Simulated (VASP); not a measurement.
## InAs: single point with PBEsol

InAs:

```xyz
2
Lattice="0.0000 2.6854 2.6854 2.6854 0.0000 2.6854 2.6854 2.6854 0.0000" Properties=species:S:1:pos:R:3 pbc="T T T"
In    0.0000    0.0000    0.0000
As    4.0282    4.0282    4.0282
```

```yaml
Program: VASP 6.6.1
Task: single point
Functional: PBEsol
Potentials_or_basis: VASP PAW PBE potentials, release 64 (In_d, As)
Cutoff: 520 eV
k_mesh: 12 × 12 × 12
Occupations: fermi-dirac, width 0.15 eV
Spin: no spin polarisation
```

The pressure is 50.4 GPa and the band gap on the k mesh is 0.63 eV (least direct gap 1.41 eV).

Levels at points of the mesh, in eV from the valence-band top:
```
           k point  band 6  band 7  band 8  band 9  band 10  band 11  band 12  band 13
(0.00, 0.00, 0.00)  -14.94    0.00    0.00    0.00     1.41     3.79     3.79     3.79
(0.50, 0.00, 0.00)  -11.95   -8.26   -1.70   -1.70     1.63     4.58     4.58     6.62
(0.50, 0.50, 0.00)  -11.01   -7.86   -3.91   -3.91     0.63     1.65    11.72    11.78
```

Wall time 83 s on 1 thread of AMD EPYC 7R43 64-Core Processor (Zen 3) (shared host), peak memory 0.15 GiB.

Caveat: the cell stands under pressure; semilocal functionals underestimate gaps, and a narrow one can read as zero; the PAW data sets were made with another functional, which shifts forces and pressure a little; spin-orbit coupling is left out, which moves the levels of the heavy elements. A k mesh can miss the band edges.
